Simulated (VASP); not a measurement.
Wanted: the native input for a VASP 6.6.1 run.

```
Task                               : single point
Functional                         : HSE06
Potentials or basis                : VASP PAW PBE potentials, release 64 (W_sv)
Cutoff                             : 520 eV
k mesh                             : 6 × 6 × 6
Occupations                        : fermi-dirac, width 0.05 eV
Spin                               : no spin polarisation
Dipole correction                  : no
Grid for exact exchange (PRECFOCK) : Normal
Further INCAR settings             : ALGO = Normal; EDIFF = 1e-07; NBANDS = 13
Share of exact exchange            : 0.25
Screening parameter                : 0.2079 1/Å
```

Crystal: W.

```
CELL_PARAMETERS angstrom
0.00000 2.00256 2.00256
2.00256 0.00000 2.00256
2.00256 2.00256 0.00000
ATOMIC_POSITIONS crystal
W 0.00000 0.00000 0.00000
```

This isn't the form of W at room conditions, which is bcc.

The input as run:

POSCAR

```
W
1.0
    0.0000000000      2.0025642044      2.0025642044
    2.0025642044      0.0000000000      2.0025642044
    2.0025642044      2.0025642044      0.0000000000
W
1
Direct
    0.0000000000      0.0000000000      0.0000000000
```

INCAR.step1

```
SYSTEM = W
ALGO = Normal
EDIFF = 1E-5
ENCUT = 520
GGA = PE
ISIF = 2
ISMEAR = -1
LASPH = .TRUE.
LCHARG = .FALSE.
LREAL = .FALSE.
LWAVE = .TRUE.
NBANDS = 13
NELM = 100
PREC = Accurate
SIGMA = 0.05
```

INCAR.step2

```
SYSTEM = W
ALGO = Normal
EDIFF = 1E-7
ENCUT = 520
GGA = PE
HFSCREEN = 0.2079
ISIF = 2
ISMEAR = -1
ISTART = 1
LASPH = .TRUE.
LCHARG = .FALSE.
LHFCALC = .TRUE.
LREAL = .FALSE.
LWAVE = .FALSE.
NBANDS = 13
NELM = 100
PREC = Accurate
PRECFOCK = Normal
SIGMA = 0.05
```

KPOINTS

```
k-points
0
G
  6 6 6
  0 0 0
```

Potentials or basis: VASP PAW PBE potentials, release 64 (W_sv).

Run with:

```sh
$ cat potpaw_PBE.64/W_sv/POTCAR > POTCAR
$ cp INCAR.step1 INCAR
$ mpirun -np 1 vasp_std > vasp.out
$ cp INCAR.step2 INCAR
$ mpirun -np 1 vasp_std > vasp.out
```

It gave:

```
Pressure               : 3.1 GPa
Band gap on the k mesh : zero (bands 7 and 8 overlap by 3.83 eV)
```

Caveat: the k points lie up to 0.45 Å⁻¹ apart, too coarse for converged energies and pressures of a metal; the PAW data sets were made with another functional, which shifts forces and pressure a little; spin-orbit coupling is left out, which moves the levels of the heavy elements.

It took 10 min on 1 thread of Intel(R) Xeon(R) Platinum 8559C (Emerald Rapids) (shared host), peak memory 0.24 GiB.
